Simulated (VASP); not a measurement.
# KF (I4/mmm) in VASP: further runs, part 2 of 2

VASP 6.6.1. Earlier steps stand in the parts before.

**4. Single point, PBEsol (equal xx and yy strain of -1 %)**

Contents of INCAR:

```
ALGO = Normal
EDIFF = 1E-6
ENCUT = 520
GGA = PS
ISIF = 2
ISMEAR = -1
LASPH = True
LCHARG = False
LREAL = False
LWAVE = False
NBANDS = 15
NELM = 60
PREC = Accurate
SIGMA = 0.01
```

Contents of KPOINTS:

```
k-points
0
Gamma
  9 9 9
```

Contents of POSCAR:

```
KF
1.0
    0.0000000000      2.6467650000      2.6735000000
    2.6467650000      0.0000000000      2.6735000000
    2.6467650000      2.6467650000      0.0000000000
K F
1 1
Direct
    0.0000000000      0.0000000000      0.0000000000
    0.5000000000      0.5000000000      0.5000000000
```

Potentials or basis: VASP PAW PBE potentials, release 64 (K_sv, F).

Launch:

```
$ cat potpaw_PBE.64/K_sv/POTCAR potpaw_PBE.64/F/POTCAR > POTCAR
$ mpirun -np 1 vasp_std > vasp.out
```

OUTCAR:

```text
EDIFF = 1E-6
   ENCUT = 520
   GGA = PS
   ISIF = 2
   ISMEAR = -1
   LASPH = True
   LREAL = False
   NELM = 60
   PREC = Accurate

 ion  position               nearest neighbor table
   1  0.000  0.000  0.000-   2 2.65   2 2.65   2 2.65   2 2.65   2 2.67   2 2.67
   2  0.500  0.500  0.500-   1 2.65   1 2.65   1 2.65   1 2.65   1 2.67   1 2.67

  LATTYP: Found a body centered tetragonal cell.
 ALAT       =     3.7430909594
 C/A-ratio  =     1.4284985479

  Lattice vectors:

 A1 = (  -2.6467650000,   0.0000000000,   2.6735000000)
 A2 = (   2.6467650000,   0.0000000000,   2.6735000000)
 A3 = (   0.0000000000,   2.6467650000,  -2.6735000000)

Analysis of symmetry for initial positions (statically):
=====================================================================
 Subroutine PRICEL returns:
 Original cell was already a primitive cell.

 Routine SETGRP: Setting up the symmetry group for a
 body centered tetragonal supercell.

 Subroutine GETGRP returns: Found 16 space group operations
 (whereof 16 operations were pure point group operations)
 out of a pool of 16 trial point group operations.

The static configuration has the point symmetry D_4h.

Analysis of symmetry for dynamics (positions and initial velocities):
=====================================================================
 Subroutine PRICEL returns:
 Original cell was already a primitive cell.

 Routine SETGRP: Setting up the symmetry group for a
 body centered tetragonal supercell.

 Subroutine GETGRP returns: Found 16 space group operations
 (whereof 16 operations were pure point group operations)
 out of a pool of 16 trial point group operations.

The dynamic configuration has the point symmetry D_4h.

 Subroutine INISYM returns: Found 16 space group operations
 (whereof 16 operations are pure point group operations),
 and found     1 'primitive' translations

----------------------------------------------------------------------------------------

                                     Primitive cell

  volume of cell :      37.4577

  direct lattice vectors                    reciprocal lattice vectors
[... 120 lines left out ...]
  volume of cell :       37.46
 maximum number of plane-waves:      1021
   NGX = 13   NGY = 13   NGZ = 13

 number of electron      16.0000011 magnetization

 Free energy of the ion-electron system (eV)
  ---------------------------------------------------
  ext. energy  EPLUGINS =         0.00000000
  ---------------------------------------------------
  free energy    TOTEN  =        -8.51971100 eV

  energy without entropy =       -8.51971100  energy(sigma->0) =       -8.51971100

 E-fermi :  -2.6564     XC(G=0):  -8.6972

 val. band max:       -2.8546748315   @ k =   0.0000   0.0000   0.0000
 cond. band min:       3.2605428677   @ k =   0.0000   0.0000   0.0000
 fundamental gap:      6.1152176992
 Fermi energy:        -2.6564135004

 k-point     1 :       0.0000    0.0000    0.0000
  band No.  band energies     occupation
      1     -28.7741      2.00000
      2     -21.3980      2.00000
      3     -12.0727      2.00000
      4     -12.0711      2.00000
      5     -12.0711      2.00000
      6      -2.8706      2.00000
      7      -2.8547      2.00000
      8      -2.8547      2.00000
      9       3.2605      0.00000
     10       7.7819      0.00000
     11       7.8441      0.00000
     12       7.8441      0.00000
     13       9.4738      0.00000
     14       9.5729      0.00000
[... 401 lines left out ...]
      2     -21.4220      2.00000
      3     -12.6499      2.00000
      4     -12.2880      2.00000
      5     -12.2880      2.00000
      6      -3.1166      2.00000
      7      -2.9062      2.00000
      8      -2.9062      2.00000
      9       5.3234      0.00000
     10       7.2515      0.00000
     11       8.9803      0.00000
     12      10.7947      0.00000
     13      11.3299      0.00000
     14      11.3299      0.00000
     15      13.3722      0.00000

 [... further k-points ...]

------------------------ aborting loop because EDIFF is reached ----------------------------------------

  FORCE on cell =-STRESS in cart. coord.  units (eV):
  Direction    XX          YY          ZZ          XY          YZ          ZX
  --------------------------------------------------------------------------------------
  -------------------------------------------------------------------------------------
  Total        0.0378570      0.0378570     -0.0922565      0.0000000      0.0000000     -0.0000000
  in kB        1.6192578      1.6192578     -3.9460861      0.0000000      0.0000000     -0.0000000
  external PRESSURE =      -0.2358568 kB  Pullay stress =       0.0000000 kB

 VOLUME and BASIS-vectors are now :
 -----------------------------------------------------------------------------
  energy-cutoff  :      520.00
  volume of cell :       37.46
      direct lattice vectors                 reciprocal lattice vectors
     0.000000000  2.646765000  2.673500000    -0.188909858  0.188909858  0.187020759
     2.646765000  0.000000000  2.673500000     0.188909858 -0.188909858  0.187020759
     2.646765000  2.646765000  0.000000000     0.188909858  0.188909858 -0.187020759

 POSITION                                       TOTAL-FORCE (eV/Angst)
 -----------------------------------------------------------------------------------
      0.00000      0.00000      0.00000         0.000000      0.000000      0.000000
      2.64676      2.64676      2.67350        -0.000000     -0.000000      0.000000
 -----------------------------------------------------------------------------------
    total drift:                                0.000000      0.000000      0.000000

  FREE ENERGIE OF THE ION-ELECTRON SYSTEM (eV)
  ---------------------------------------------------
  free  energy   TOTEN  =        -8.5197110034 eV

  energy  without entropy=       -8.5197110034  energy(sigma->0) =       -8.51971100
```

OSZICAR:

```text
N       E                     dE             d eps       ncg     rms          rms(c)
DAV:   1     0.107504810936E+03    0.10750E+03   -0.82337E+03  2250   0.104E+03
DAV:   2    -0.531966036770E+01   -0.11282E+03   -0.10460E+03  2922   0.283E+02
DAV:   3    -0.952815111032E+01   -0.42085E+01   -0.41910E+01  2948   0.487E+01
DAV:   4    -0.963970519891E+01   -0.11155E+00   -0.11154E+00  3015   0.745E+00
DAV:   5    -0.964137131518E+01   -0.16661E-02   -0.16661E-02  3042   0.763E-01    0.592E+00
DAV:   6    -0.855940986653E+01    0.10820E+01   -0.29698E+00  2411   0.141E+01    0.418E+00
DAV:   7    -0.852492551073E+01    0.34484E-01   -0.67094E-02  2803   0.224E+00    0.238E+00
DAV:   8    -0.851770277978E+01    0.72227E-02   -0.49757E-02  2628   0.221E+00    0.207E-01
DAV:   9    -0.851912565697E+01   -0.14229E-02   -0.43731E-03  2796   0.554E-01    0.121E-01
DAV:  10    -0.851949925494E+01   -0.37360E-03   -0.36926E-04  2488   0.173E-01    0.771E-02
DAV:  11    -0.851971132799E+01   -0.21207E-03   -0.20019E-04  2376   0.105E-01    0.156E-02
DAV:  12    -0.851971084603E+01    0.48195E-06   -0.11491E-05  2888   0.342E-02    0.503E-03
DAV:  13    -0.851971100345E+01   -0.15742E-06   -0.23839E-06  2474   0.134E-02
   1 F= -.85197110E+01 E0= -.85197110E+01  d E =-.734680E-11
```

Run time: 54 s. Hardware: 1 thread of Intel Xeon 8259CL, shared host; peak memory 0.18 GiB.

Results:

| Quantity | Value |
| --- | --- |
| Free energy | -8.5197 eV |
| Pressure | 0.0 GPa |
| Band gap on the k mesh | 6.12 eV |

Caveat: the cell differs from its parent crystal (equal xx and yy strain of -1 %); the PAW data sets were made with another functional, which shifts forces and pressure a little; an odd mesh through Γ misses points on the zone boundary, where band edges can lie.

**5. Single point, PBEsol (zz strain of +1 %)**

Contents of INCAR:

```
PREC     = Accurate       # precision mode
ENCUT    = 520            # plane-wave cutoff, eV
EDIFF    = 1E-6           # SCF threshold, eV
ISMEAR   = -1             # smearing method
SIGMA    = 0.01           # smearing width, eV
LREAL    = False          # projectors in reciprocal space
LASPH    = True           # aspherical terms in the spheres
NELM     = 80             # most SCF steps
ALGO     = Normal         # electronic algorithm
ISIF     = 2              # what is computed and relaxed
LWAVE    = False          # write WAVECAR
LCHARG   = False          # write CHGCAR
GGA      = PS             # functional
NBANDS   = 15             # bands
```

Contents of KPOINTS:

```
Automatic mesh
0
Gamma
  9 9 9
```

Contents of POSCAR:

```
KF
1.0
    0.0000000000      2.6735000000      2.7002350000
    2.6735000000      0.0000000000      2.7002350000
    2.6735000000      2.6735000000      0.0000000000
K F
1 1
Direct
    0.0000000000      0.0000000000      0.0000000000
    0.5000000000      0.5000000000      0.5000000000
```

Launch:

```
$ cat potpaw_PBE.64/K_sv/POTCAR potpaw_PBE.64/F/POTCAR > POTCAR
$ mpirun -np 1 vasp_std > vasp.out
```

It took 50 s on 1 thread of Intel Xeon 8259CL, shared host; peak memory 0.18 GiB.

It converged, with:

```
Free energy            : -8.5176 eV
Pressure               : -1.0 GPa
Band gap on the k mesh : 5.97 eV
```

Stress tensor (GPa, compression positive):
```
-0.81  0.00  0.00
 0.00 -0.81  0.00
 0.00  0.00 -1.27
```

Levels at points of the mesh, in eV from the valence-band top:
| k point | band 5 | band 6 | band 7 | band 8 | band 9 | band 10 | band 11 | band 12 |
| --- | --- | --- | --- | --- | --- | --- | --- | --- |
| (0.00, 0.00, 0.00) | -9.32 | -0.01 | 0.00 | 0.00 | 5.97 | 10.56 | 10.62 | 10.62 |

Caveat: the cell differs from its parent crystal (zz strain of +1 %); the PAW data sets were made with another functional, which shifts forces and pressure a little; an odd mesh through Γ misses points on the zone boundary, where band edges can lie.

**6. Single point, PBEsol (zz strain of +2 %)**

Contents of INCAR:

```
PREC = Accurate
ENCUT = 520
EDIFF = 1E-7
ISMEAR = -1
SIGMA = 0.01
LREAL = False
LASPH = True
NELM = 80
ALGO = Normal
ISIF = 2
LWAVE = False
LCHARG = False
GGA = PS
NBANDS = 15
```

Contents of KPOINTS:

```
regular mesh
0
Gamma
  9 9 9
```

Contents of POSCAR:

```
KF
1.0
    0.0000000000      2.6735000000      2.7269700000
    2.6735000000      0.0000000000      2.7269700000
    2.6735000000      2.6735000000      0.0000000000
K F
1 1
Direct
    0.0000000000      0.0000000000      0.0000000000
    0.5000000000      0.5000000000      0.5000000000
```

Potentials or basis: VASP PAW PBE potentials, release 64 (K_sv, F).

Launch:

```
$ cat potpaw_PBE.64/K_sv/POTCAR potpaw_PBE.64/F/POTCAR > POTCAR
$ mpirun -np 1 vasp_std > vasp.out
```

Wall time 54 s (1 thread of Intel Xeon 8259CL, shared host); peak memory 0.18 GiB.

The run converged. Its results:

| Quantity | Value |
| --- | --- |
| Free energy | -8.5144 eV |
| Pressure | -1.2 GPa |
| Band gap on the k mesh | 5.91 eV |

Stress tensor (GPa, compression positive):
```
-0.94  0.00  0.00
 0.00 -0.94  0.00
 0.00  0.00 -1.77
```

Levels at points of the mesh, in eV from the valence-band top:
```
           k point  band 4  band 5  band 6  band 7  band 8  band 9  band 10  band 11  band 12  band 13
(0.00, 0.00, 0.00)   -9.36   -9.36   -0.03    0.00    0.00    5.91    10.49    10.61    10.61    12.12
```

Caveat: the cell differs from its parent crystal (zz strain of +2 %); the PAW data sets were made with another functional, which shifts forces and pressure a little; an odd mesh through Γ misses points on the zone boundary, where band edges can lie.

**7. Summary**

| cell | gap on the mesh (eV) | pressure (GPa) |
| --- | --- | --- |
| a = 3.743, b = 3.743, c = 3.781 Å, angles 59.7, 59.7, 60.7°, 2 atoms | 6.10 | 0.0 |
| a = 3.762, b = 3.762, c = 3.781 Å, angles 59.8, 59.8, 60.3°, 2 atoms | 6.06 | -0.4 |
| a = 3.762, b = 3.762, c = 3.743 Å, angles 60.2, 60.2, 59.7°, 2 atoms | 6.12 | 0.0 |
| a = 3.800, b = 3.800, c = 3.781 Å, angles 60.2, 60.2, 59.7°, 2 atoms | 5.97 | -1.0 |
| a = 3.819, b = 3.819, c = 3.781 Å, angles 60.3, 60.3, 59.3°, 2 atoms | 5.91 | -1.2 |

Alike in all rows: task single point; level PBEsol; potentials or basis VASP PAW PBE potentials, release 64 (K_sv, F); no spin polarisation; k mesh 9 × 9 × 9; cutoff (eV) 520; smearing fermi-dirac 0.01 eV.

Caveats: the PAW data sets were made with another functional, which shifts forces and pressure a little; an odd mesh through Γ misses points on the zone boundary, where band edges can lie.

Total energies depend on the potentials used, so only differences within one code and one set of settings carry meaning.
